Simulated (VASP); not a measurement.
Here is a VASP 6.6.1 calculation.

INCAR

```
SYSTEM = LiNbO3
PREC = Accurate ; ENCUT = 520
EDIFF = 1E-7 ; ISMEAR = 0
SIGMA = 0.01 ; LREAL = Auto
LASPH = .True. ; NELM = 60
ALGO = Normal ; ISIF = 2
LWAVE = .False. ; LCHARG = .False.
GGA = PE ; NBANDS = 162
```

KPOINTS

```
Automatic mesh
0
Gamma
  2 2 2
  0 0 0
```

POSCAR

```
LiNbO3
1.0
   -5.1895018167     -2.9961602708      4.6714923687
    5.1895018167     -2.9961602708      4.6714923687
    0.0000000000      5.9923205416      4.6714923687
Li Nb O
8 8 24
Direct
    0.2816005315      0.2816005315      0.2816005315
    0.7816005315      0.7816005315      0.2816005315
    0.7816005315      0.2816005315      0.7816005315
    0.2816005315      0.7816005315      0.7816005315
    0.7816005315      0.7816005315      0.7816005315
    0.2816005315      0.2816005315      0.7816005315
    0.2816005315      0.7816005315      0.2816005315
    0.7816005315      0.2816005315      0.2816005315
    0.0004548846      0.0004548846      0.0004548846
    0.5004548846      0.5004548846      0.0004548846
    0.5004548846      0.0004548846      0.5004548846
    0.0004548846      0.5004548846      0.5004548846
    0.5004548846      0.5004548846      0.5004548846
    0.0004548846      0.0004548846      0.5004548846
    0.0004548846      0.5004548846      0.0004548846
    0.5004548846      0.0004548846      0.0004548846
    0.5396580049      0.4157946209      0.2343069581
    0.0396580049      0.9157946209      0.2343069581
    0.0396580049      0.4157946209      0.7343069581
    0.5396580049      0.9157946209      0.7343069581
    0.2343069581      0.5396580049      0.4157946209
    0.7343069581      0.0396580049      0.4157946209
    0.7343069581      0.5396580049      0.9157946209
    0.2343069581      0.0396580049      0.9157946209
    0.4157946209      0.2343069581      0.5396580049
    0.9157946209      0.7343069581      0.5396580049
    0.9157946209      0.2343069581      0.0396580049
    0.4157946209      0.7343069581      0.0396580049
    0.7343069581      0.4157946209      0.5396580049
    0.2343069581      0.9157946209      0.5396580049
    0.2343069581      0.4157946209      0.0396580049
    0.7343069581      0.9157946209      0.0396580049
    0.4157946209      0.5396580049      0.7343069581
    0.9157946209      0.0396580049      0.7343069581
    0.9157946209      0.5396580049      0.2343069581
    0.4157946209      0.0396580049      0.2343069581
    0.5396580049      0.7343069581      0.4157946209
    0.0396580049      0.2343069581      0.4157946209
    0.0396580049      0.7343069581      0.9157946209
    0.5396580049      0.2343069581      0.9157946209
```

Potentials or basis: VASP PAW PBE potentials, release 64 (Li_sv, Nb_sv, O).

Launch:

```bash
$ cat potpaw_PBE.64/Li_sv/POTCAR potpaw_PBE.64/Nb_sv/POTCAR potpaw_PBE.64/O/POTCAR > POTCAR
$ mpirun -np 1 vasp_std > vasp.out
```

Problem. Predict the largest force.

Solution. 0.013 eV/Å.

Problem. What does it give for the band gap on the k mesh?

Solution. 3.58 eV.

Forces on the atoms (eV/Å):
```
Li   0.000  0.000  0.006
Li   0.000  0.000  0.006
Li   0.000  0.000  0.006
Li   0.000  0.000  0.006
Li   0.000  0.000  0.006
Li   0.000  0.000  0.006
Li   0.000  0.000  0.006
Li   0.000  0.000  0.006
Nb   0.000  0.000 -0.004
Nb   0.000  0.000 -0.004
Nb   0.000  0.000 -0.004
Nb   0.000  0.000 -0.004
Nb   0.000  0.000 -0.004
Nb   0.000  0.000 -0.004
Nb   0.000  0.000 -0.004
Nb   0.000  0.000 -0.004
O    0.011  0.007 -0.001
O    0.011  0.007 -0.001
O    0.011  0.007 -0.001
O    0.011  0.007 -0.001
O   -0.011  0.006 -0.001
O   -0.011  0.006 -0.001
O   -0.011  0.006 -0.001
O   -0.011  0.006 -0.001
O    0.000 -0.013 -0.001
O    0.000 -0.013 -0.001
O    0.000 -0.013 -0.001
O    0.000 -0.013 -0.001
O    0.000 -0.013 -0.001
O    0.000 -0.013 -0.001
O    0.000 -0.013 -0.001
O    0.000 -0.013 -0.001
O   -0.011  0.007 -0.001
O   -0.011  0.007 -0.001
O   -0.011  0.007 -0.001
O   -0.011  0.007 -0.001
O    0.011  0.006 -0.001
O    0.011  0.006 -0.001
O    0.011  0.006 -0.001
O    0.011  0.006 -0.001
```

 As with any semilocal functional, this PBE gap is likely too small.
